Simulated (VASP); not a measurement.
# SrZn2 in VASP: further runs

SrZn2 is run at these levels: PBE; tasks: single point.

Everything below comes from runs of VASP 6.6.1. Logs are shortened: lines on timing, memory, paths and dates and some standing lists are left out, and cuts for length are marked.

### Step 1. The cell of the first run

The cell holds a disordered packing, 6 atoms: a = 5.006 Å, b = 5.227 Å, c = 5.797 Å, α = 96.18°, β = 85.42°, γ = 100.44°.

### Step 2. Single point, PBE

File INCAR:

```
SYSTEM = SrZn2
PREC = Accurate
ENCUT = 520
EDIFF = 1E-6
ISMEAR = 0
SIGMA = 0.1
LREAL = .False.
LASPH = .True.
NELM = 100
ALGO = Normal
ISIF = 2
LWAVE = .False.
LCHARG = .False.
GGA = PE
NBANDS = 43
```

File KPOINTS:

```
regular mesh
0
Gamma
  3 3 3
  0 0 0
```

File POSCAR:

```
SrZn2
1.0
    4.8451740000     -1.2481700000      0.1714940000
    0.3680860000      5.2131380000     -0.0939460000
    0.1375810000     -0.5313030000      5.7712750000
Sr Zn
2 4
Direct
    0.6800086933      0.6256419004      0.3724317665
    0.0969507436      0.2107369055      0.5593466640
    0.3116081461      0.8751414489      0.9002042202
    0.7999741792      0.0444207547      0.0287703116
    0.5996616032      0.3884740767      0.8334967955
    0.1709931593      0.4453174092      0.0936632700
```

Potentials or basis: VASP PAW PBE potentials, release 64 (Sr_sv, Zn).

The run is started by

```sh
$ cat potpaw_PBE.64/Sr_sv/POTCAR potpaw_PBE.64/Zn/POTCAR > POTCAR
$ mpirun -np 1 vasp_std > vasp.out
```

OUTCAR:

```text
SYSTEM = SrZn2
   PREC = Accurate
   ENCUT = 520
   EDIFF = 1E-6
   ISMEAR = 0
   LREAL = .False.
   LASPH = .True.
   NELM = 100
   ISIF = 2
   GGA = PE

 ion  position               nearest neighbor table
   1  0.680  0.626  0.372-   5 3.03   4 3.06   6 3.07   6 3.07   5 3.26   2 3.48   2 3.50   4 3.57
                             2 3.57   3 3.68   3 3.88   2 4.59
   2  0.097  0.211  0.559-   5 3.03   6 3.05   5 3.08   4 3.13   3 3.15   6 3.23   1 3.48   4 3.48
                             1 3.50   1 3.57   3 3.82   1 4.59
   3  0.312  0.875  0.900-   6 2.58   4 2.58   5 2.86   4 2.88   2 3.15   1 3.68   2 3.82   1 3.88

   4  0.800  0.044  0.029-   6 2.55   3 2.58   5 2.61   3 2.88   1 3.06   2 3.13   2 3.48   1 3.57

   5  0.600  0.388  0.833-   6 2.57   4 2.61   3 2.86   2 3.03   1 3.03   2 3.08   1 3.26
   6  0.171  0.445  0.094-   4 2.55   5 2.57   3 2.58   2 3.05   1 3.07   1 3.07   2 3.23

  LATTYP: Found a triclinic cell.
 ALAT       =     5.0063009929
 B/A-ratio  =     1.5710843471
 C/A-ratio  =     2.8351724302
 COS(alpha) =     0.0095366907
 COS(beta)  =     0.6046673436
 COS(gamma) =     0.7568691002

  Lattice vectors:

 A1 = (  -4.8451740000,   1.2481700000,  -0.1714940000)
 A2 = (  -4.4770880000,   6.4613080000,  -0.2654400000)
 A3 = ( -10.5641010000,  -7.3986330000,  -5.9263710000)

Analysis of symmetry for initial positions (statically):
=====================================================================
 Subroutine PRICEL returns:
 Original cell was already a primitive cell.

 Routine SETGRP: Setting up the symmetry group for a
 triclinic supercell.

 Subroutine GETGRP returns: Found  1 space group operations
 (whereof  1 operations were pure point group operations)
 out of a pool of  2 trial point group operations.

The static configuration has the point symmetry C_1 .

Analysis of symmetry for dynamics (positions and initial velocities):
=====================================================================
 Subroutine PRICEL returns:
 Original cell was already a primitive cell.

 Routine SETGRP: Setting up the symmetry group for a
 triclinic supercell.

 Subroutine GETGRP returns: Found  1 space group operations
 (whereof  1 operations were pure point group operations)
 out of a pool of  2 trial point group operations.

The dynamic configuration has the point symmetry C_1 .

 Subroutine INISYM returns: Found  1 space group operations
[... 94 lines left out ...]
   EDIFF  = 0.1E-05   stopping-criterion for ELM
   LREAL  =      F    real-space projection
   EDIFFG = 0.1E-04   stopping-criterion for IOM
   NSW    =      0    number of steps for IOM
   IBRION =     -1    ionic relax: 0-MD 1-quasi-New 2-CG
   NFREE  =      0    steps in history (QN), initial steepest desc. (CG)
   ISIF   =      2    stress and relaxation
   ISYM   =      2    0-nonsym 1-usesym 2-fastsym
   POTIM  = 0.5000    time-step for ionic-motion
   TEBEG  =    0.0;   TEEND  =   0.0 temperature during run
   PSTRESS=    0.0 pullay stress
   NELECT =      68.0000    total number of electrons
   NUPDOWN=      -1.0000    fix difference up-down
   EMIN   =  10.00;   EMAX   =-10.00  energy-range for DOS
   EFERMI =   0.00;   METHOD = LEGACY
   ISMEAR =     0;   SIGMA  =   0.10  broadening in eV -4-tet -1-fermi 0-gaus
   EFERMI_NEDOS =   21; number of points for ismear=-14 and -15
   IALGO  =     38    algorithm
   IMIX   =      4    mixing-type and parameters
     AMIX     =   0.40;   BMIX     =  1.00
     AMIX_MAG =   1.60;   BMIX_MAG =  1.00
  volume/ion in A,a.u.               =      24.67       166.51
  Fermi-wavevector in a.u.,A,eV,Ry     =   1.263130  2.386970 21.708069  1.595498
  Thomas-Fermi vector in A             =   2.396503
   LORBIT       =      0    0 simple, 1 ext, 2 COOP (PROOUT), +10 PAW based schemes
   GGA     = PE    functional components
   LHFCALC =     F    Hartree Fock is set to
   AEXX    =    0.0000 exact exchange contribution
   IVDW    =     0    specifies the selected vdW correction
   LEPSILON=     F    determine dielectric tensor
   LRPA    =     F    only Hartree local field effects (RPA)
 non-spin polarized calculation
 Gauss-broadening in eV      SIGMA  =   0.10
  energy-cutoff  :      520.00
  volume of cell :      148.04
 maximum number of plane-waves:      3994
 NGX is ok and might be reduce to    40
   NGX = 19   NGY = 19   NGZ = 21

 number of electron      67.9999995 magnetization

 Free energy of the ion-electron system (eV)
  ---------------------------------------------------
  ext. energy  EPLUGINS =         0.00000000
  ---------------------------------------------------
  free energy    TOTEN  =        -7.16649529 eV

  energy without entropy =       -7.13913686  energy(sigma->0) =       -7.15281608

 E-fermi :   2.2045     XC(G=0):  -9.5018

 val. band max:        2.2027909850   @ k =  -0.0000  -0.3333   0.3333
 cond. band min:       2.2253165907   @ k =   0.0000   0.3333   0.0000
 fundamental gap:      0.0225256057
 Fermi energy:         2.2044955578

 k-point     1 :       0.0000    0.0000    0.0000
  band No.  band energies     occupation
      1     -33.5699      2.00000
      2     -33.4492      2.00000
      3     -15.9546      2.00000
      4     -15.6870      2.00000
      5     -15.6003      2.00000
      6     -15.5257      2.00000
[... 633 lines left out ...]
     42       6.1642      0.00000
     43       6.5021      0.00000

------------------------ aborting loop because EDIFF is reached ----------------------------------------

  FORCE on cell =-STRESS in cart. coord.  units (eV):
  Direction    XX          YY          ZZ          XY          YZ          ZX
  --------------------------------------------------------------------------------------
  -------------------------------------------------------------------------------------
  Total        4.4933689      2.5443904      2.8844156      1.5663156     -2.7054898     -0.1354452
  in kB       48.6288151     27.5362861     31.2161575     16.9512172    -29.2797599     -1.4658350
  external PRESSURE =      35.7937529 kB  Pullay stress =       0.0000000 kB

 VOLUME and BASIS-vectors are now :
 -----------------------------------------------------------------------------
  energy-cutoff  :      520.00
  volume of cell :      148.04
      direct lattice vectors                 reciprocal lattice vectors
     4.845174000 -1.248170000  0.171494000     0.202890131 -0.014436652 -0.006165720
     0.368086000  5.213138000 -0.093946000     0.048042793  0.188723323  0.016228562
     0.137581000 -0.531303000  5.771275000    -0.005246850  0.003501064  0.173719324

 POSITION                                       TOTAL-FORCE (eV/Angst)
 -----------------------------------------------------------------------------------
      3.57629      2.21492      2.20725        -0.191949      0.476618     -0.009403
      0.62427      0.68041      3.22497         0.250358     -0.415135     -0.204931
      1.95577      3.69501      5.16655        -0.007310     -0.125491      0.180857
      3.89632     -0.78222      0.29906         0.012076      0.032177      0.039480
      3.16313      0.83385      4.87668        -0.005682     -0.093831      0.476071
      1.00529      2.05831      0.52805        -0.057493      0.125661     -0.482074
 -----------------------------------------------------------------------------------
    total drift:                               -0.000156     -0.000988      0.000184

  FREE ENERGIE OF THE ION-ELECTRON SYSTEM (eV)
  ---------------------------------------------------
  free  energy   TOTEN  =        -7.1664952945 eV

  energy  without entropy=       -7.1391368631  energy(sigma->0) =       -7.15281608
```

OSZICAR:

```text
N       E                     dE             d eps       ncg     rms          rms(c)
DAV:   1     0.582069275997E+03    0.58207E+03   -0.31699E+04  1204   0.192E+03
DAV:   2     0.610885686062E+02   -0.52098E+03   -0.50466E+03  1204   0.442E+02
DAV:   3    -0.258641260972E+01   -0.63675E+02   -0.62880E+02  1348   0.155E+02
DAV:   4    -0.773278513671E+01   -0.51464E+01   -0.51194E+01  1944   0.267E+01
DAV:   5    -0.785942650834E+01   -0.12664E+00   -0.12651E+00  1573   0.433E+00    0.289E+01
DAV:   6    -0.719135501902E+01    0.66807E+00   -0.40868E+00  1637   0.227E+01    0.143E+01
DAV:   7    -0.717598174419E+01    0.15373E-01   -0.72625E-01  1405   0.121E+01    0.374E+00
DAV:   8    -0.716565905503E+01    0.10323E-01   -0.12937E-01  1616   0.973E+00    0.713E-01
DAV:   9    -0.716530779876E+01    0.35126E-03   -0.30889E-02  1525   0.343E+00    0.294E-01
DAV:  10    -0.716656031935E+01   -0.12525E-02   -0.13649E-02  1608   0.919E-01    0.148E-01
DAV:  11    -0.716644289617E+01    0.11742E-03   -0.20354E-03  1480   0.735E-01    0.646E-02
DAV:  12    -0.716651095421E+01   -0.68058E-04   -0.63147E-04  1498   0.470E-01    0.397E-02
DAV:  13    -0.716649088429E+01    0.20070E-04   -0.99485E-05  1400   0.157E-01    0.167E-02
DAV:  14    -0.716649488712E+01   -0.40028E-05   -0.53532E-05  1397   0.107E-01    0.901E-03
DAV:  15    -0.716649532342E+01   -0.43630E-06   -0.17670E-05  1212   0.718E-02    0.394E-03
DAV:  16    -0.716649529446E+01    0.28955E-07   -0.20458E-06   795   0.177E-02
   1 F= -.71664953E+01 E0= -.71528161E+01  d E =-.273584E-01
```

stdout:

```text
POSCAR found type information on POSCAR SrZn
 POSCAR found :  2 types and       6 ions
 scaLAPACK will be used
 LDA part: xc-table for (Slater+PW92), standard interpolation
 POSCAR, INCAR and KPOINTS ok, starting setup
 FFT: planning ... GRIDC
 FFT: planning ... GRID_SOFT
 FFT: planning ... GRID
 WAVECAR not read
 entering main loop
```

It took 2.2 min on 1 thread of Intel Xeon 8259CL, shared host; peak memory 0.3 GiB.

What came out:

- Free energy: -7.1665 eV
- Pressure: 3.6 GPa
- Largest force: 0.526 eV/Å
- Band gap on the k mesh: zero (bands 34 and 35 overlap by 0.33 eV)

Forces in eV/Å, atoms in the order of the input:
```
Sr  -0.192  0.477 -0.009
Sr   0.250 -0.415 -0.205
Zn  -0.007 -0.125  0.181
Zn   0.012  0.032  0.039
Zn  -0.006 -0.094  0.476
Zn  -0.057  0.126 -0.482
```

Caveat: the k points lie up to 0.43 Å⁻¹ apart.

### Step 3. Single point, PBE

File INCAR:

```
PREC = Accurate
ENCUT = 520
EDIFF = 1E-6
ISMEAR = 0
SIGMA = 0.1
LREAL = False
LASPH = True
NELM = 100
ALGO = Normal
ISIF = 2
LWAVE = False
LCHARG = False
GGA = PE
NBANDS = 43
```

File KPOINTS:

```
regular mesh
0
Gamma
  3 3 3
```

File POSCAR:

```
SrZn2
1.0
    4.8451740000     -1.2481700000      0.1714940000
    0.3680860000      5.2131380000     -0.0939460000
    0.1375810000     -0.5313030000      5.7712750000
Sr Zn
2 4
Direct
    0.6784759457      0.6281963638      0.3744172617
    0.1016991452      0.2090072700      0.5560309644
    0.3121414175      0.8730107751      0.9070400371
    0.8000532096      0.0491185153      0.0293583589
    0.5967232847      0.3896132092      0.8355200782
    0.1690096738      0.4405055482      0.0859987766
```

Potentials or basis: VASP PAW PBE potentials, release 64 (Sr_sv, Zn).

The run is started by

```sh
$ cat potpaw_PBE.64/Sr_sv/POTCAR potpaw_PBE.64/Zn/POTCAR > POTCAR
$ mpirun -np 1 vasp_std > vasp.out
```

It took 2 min on 1 thread of Intel Xeon 8259CL, shared host; peak memory 0.3 GiB.

The run converged. Its results:

| Item | Value |
| --- | --- |
| Free energy | -7.2131 eV |
| Pressure | 3.5 GPa |
| Largest force | 0.491 eV/Å |
| Band gap on the k mesh | zero (bands 34 and 35 overlap by 0.31 eV) |

Forces in eV/Å, atoms in the order of the input:
```
Sr  -0.152  0.458 -0.090
Sr   0.160 -0.420 -0.196
Zn  -0.023 -0.025  0.151
Zn  -0.044 -0.036  0.041
Zn   0.134 -0.164  0.397
Zn  -0.074  0.187 -0.303
```

Stress tensor (GPa, compression positive):
```
 5.02  2.18  0.02
 2.18  2.76 -2.78
 0.02 -2.78  2.85
```

Levels at points of the mesh, in eV from the Fermi level:
```
           k point  band 31  band 32  band 33  band 34  band 35  band 36  band 37  band 38
(0.00, 0.00, 0.00)    -2.26    -1.36    -0.96    -0.38    -0.28     0.39     1.29     1.95
```

Caveat: the k points lie up to 0.43 Å⁻¹ apart.

### Step 4. Single point, PBE

File INCAR:

```
SYSTEM = SrZn2
ALGO = Normal
EDIFF = 1E-6
ENCUT = 520
GGA = PE
ISIF = 2
ISMEAR = 0
LASPH = .True.
LCHARG = .False.
LREAL = .False.
LWAVE = .False.
NBANDS = 43
NELM = 80
PREC = Accurate
SIGMA = 0.1
```

File KPOINTS:

```
k-points
0
Gamma
  3 3 3
  0 0 0
```

File POSCAR:

```
SrZn2
1.0
    4.8451740000     -1.2481700000      0.1714940000
    0.3680860000      5.2131380000     -0.0939460000
    0.1375810000     -0.5313030000      5.7712750000
Sr Zn
2 4
Direct
    0.6763289555      0.6320317052      0.3760076400
    0.1068944105      0.2059924127      0.5522714501
    0.3125299545      0.8709434115      0.9140936167
    0.7999135064      0.0533332533      0.0300743040
    0.5946365104      0.3901773395      0.8391480230
    0.1667626802      0.4366944792      0.0775083323
```

The run is started by

```sh
$ cat potpaw_PBE.64/Sr_sv/POTCAR potpaw_PBE.64/Zn/POTCAR > POTCAR
$ mpirun -np 1 vasp_std > vasp.out
```

Wall time 2.2 min (1 thread of Intel Xeon 8259CL, shared host); peak memory 0.3 GiB.

Results (log left out):

| Item | Value |
| --- | --- |
| Free energy | -7.2547 eV |
| Pressure | 3.5 GPa |
| Largest force | 0.458 eV/Å |
| Band gap on the k mesh | zero (bands 34 and 35 overlap by 0.28 eV) |

Forces in eV/Å, atoms in the order of the input:
```
Sr  -0.119  0.395 -0.122
Sr   0.090 -0.401 -0.201
Zn  -0.031  0.093  0.125
Zn  -0.094 -0.109  0.039
Zn   0.267 -0.211  0.272
Zn  -0.113  0.234 -0.112
```

Stress tensor (GPa, compression positive):
```
 5.23  2.69  0.18
 2.69  2.84 -2.61
 0.18 -2.61  2.47
```

Levels at points of the mesh, in eV from the Fermi level:
| k point | band 31 | band 32 | band 33 | band 34 | band 35 | band 36 | band 37 | band 38 |
| --- | --- | --- | --- | --- | --- | --- | --- | --- |
| (0.00, 0.00, 0.00) | -2.28 | -1.35 | -0.95 | -0.41 | -0.26 | 0.38 | 1.25 | 2.01 |

Caveat: the k points lie up to 0.43 Å⁻¹ apart.

### Step 5. Summary

| cell | gap on the mesh (eV) | pressure (GPa) | largest force (eV/Å) |
| --- | --- | --- | --- |
| as given, atomic positions A | none | 3.6 | 0.53 |
| as given, atomic positions B | none | 3.5 | 0.49 |
| as given, atomic positions C | none | 3.5 | 0.46 |

Alike in all rows: task single point; level PBE; potentials or basis VASP PAW PBE potentials, release 64 (Sr_sv, Zn); no spin polarisation; k mesh 3 × 3 × 3; cutoff (eV) 520; smearing gaussian 0.1 eV.

Caveats: all runs use coarse meshes.

Total energies depend on the potentials used, so only differences within one code and one set of settings carry meaning.
